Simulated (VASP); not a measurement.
Li4Si:

```
CELL_PARAMETERS angstrom
4.10007 0.00000 0.00000
0.00000 4.10007 0.00000
0.00000 0.00000 4.10007
ATOMIC_POSITIONS crystal
Li 0.00000 0.50000 0.50000
Li 0.50000 0.00000 0.50000
Li 0.50000 0.50000 0.00000
Li 0.00000 0.00000 0.00000
Si 0.50000 0.50000 0.50000
```

```yaml
Program: VASP 6.6.1
Task: relaxation of cell and atoms
Functional: PBE
Potentials_or_basis: VASP PAW PBE potentials, release 64 (Li_sv, Si)
Cutoff: 600 eV
k_mesh: 4 × 4 × 4
Occupations: gaussian, width 0.1 eV
Spin: no spin polarisation
```

At the start: pressure 22.4 GPa; volume 13.78 Å³/atom.

Problem. How do energy, volume and symmetry change on relaxing?

Solution. Over 4 steps the energy falls by 421.7 meV/atom and the volume is 21.67 Å³/atom (+57.2 %); space group Pm-3m (No. 221, to 0.05 Å).

Step by step:
```csv
step,energy change (eV),largest force (eV/Å),pressure (GPa),volume (Å³)
1,0.0000,0.0000,22.45,68.92
2,-1.7639,0.0000,6.63,90.04
3,-2.0999,0.0000,0.89,105.30
4,-2.1087,0.0000,0.05,108.33
```

Final structure:
```yaml
crystal:
  lattice:
    - [4.76712, 0.00000, 0.00000]
    - [0.00000, 4.76712, 0.00000]
    - [0.00000, 0.00000, 4.76712]
  atoms:
    - { symbol: Li, position: [0.00000, 0.50000, 0.50000] }
    - { symbol: Li, position: [0.50000, 0.00000, 0.50000] }
    - { symbol: Li, position: [0.50000, 0.50000, 0.00000] }
    - { symbol: Li, position: [0.00000, 0.00000, 0.00000] }
    - { symbol: Si, position: [0.50000, 0.50000, 0.50000] }
```

Caveat: the cutoff is under 1.25 times the usual one of these potentials, so pressure, stress and relaxed cells hold a basis-set (Pulay) error; the volume moved by over 15 % at a fixed basis, so the end points are rough.
